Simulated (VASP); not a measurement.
Input of a VASP 6.6.1 run:

INCAR

```
ALGO = Normal
EDIFF = 1E-6
ENCUT = 520
ISIF = 2
ISMEAR = 0
LASPH = True
LCHARG = True
LELF = True
LREAL = False
LVHAR = True
LWAVE = False
NBANDS = 12
NELM = 80
PREC = Accurate
SIGMA = 0.01
```

The input KPOINTS:

```
k-points
0
Gamma
  4 4 4
```

Contents of POSCAR:

```
LiCl
1.0
    0.0000000000      2.5560252063      2.5560252063
    2.5560252063      0.0000000000      2.5560252063
    2.5560252063      2.5560252063      0.0000000000
Li Cl
1 1
Direct
    0.0000000000      0.0000000000      0.0000000000
    0.5000000000      0.5000000000      0.5000000000
```

Potentials or basis: VASP PAW LDA potentials, release 64 (Li_sv, Cl).

Launch:

```bash
$ cat potpaw_LDA.64/Li_sv/POTCAR potpaw_LDA.64/Cl/POTCAR > POTCAR
$ mpirun -np 1 vasp_std > vasp.out
```

Task: What does it give for the band gap on the k mesh?

Result: 6.06 eV, direct.

Caveat: the k points lie up to 0.53 Å⁻¹ apart. A hybrid or GW would open this gap; LDA tends to underestimate it.
